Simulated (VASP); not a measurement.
A run of VASP 6.6.1:

INCAR

```
PREC     = Accurate       # precision mode
ENCUT    = 520            # plane-wave cutoff, eV
EDIFF    = 1E-6           # SCF threshold, eV
ISMEAR   = -1             # smearing method
SIGMA    = 0.05           # smearing width, eV
LREAL    = F              # projectors in reciprocal space
LASPH    = T              # aspherical terms in the spheres
NELM     = 150            # most SCF steps
ALGO     = Normal         # electronic algorithm
ISIF     = 2              # what is computed and relaxed
LWAVE    = F              # write WAVECAR
LCHARG   = T              # write CHGCAR
ISPIN    = 2              # spin polarisation
MAGMOM   = 3              # initial moments
LORBIT   = 11             # projections on sites
LMAXMIX  = 4              # l up to which the mixer works
LELF     = T              # ELF
LVHAR    = T            
NBANDS   = 16             # bands
```

Contents of KPOINTS:

```
Automatic mesh
0
Gamma
  12 12 12
```

The input POSCAR:

```
Cr
1.0
   -1.5039841504      1.5039841504      1.5039841504
    1.5039841504     -1.5039841504      1.5039841504
    1.5039841504      1.5039841504     -1.5039841504
Cr
1
Direct
    0.0000000000      0.0000000000      0.0000000000
```

Potentials or basis: VASP PAW LDA potentials, release 64 (Cr_pv).

Run with:

```sh
$ cat potpaw_LDA.64/Cr_pv/POTCAR > POTCAR
$ mpirun -np 1 vasp_std > vasp.out
```

Hardware: 1 thread of Intel(R) Xeon(R) Platinum 8259CL CPU @ 2.50GHz (Skylake/Cascade Lake), with other jobs on the host.

Task: Estimate the wall time of this run.

Result: Run time: 23 s on 1 thread of Intel(R) Xeon(R) Platinum 8259CL CPU @ 2.50GHz (Skylake/Cascade Lake), with other jobs on the host, peak memory 0.13 GiB. Counts: scf iterations 13, k points 72.
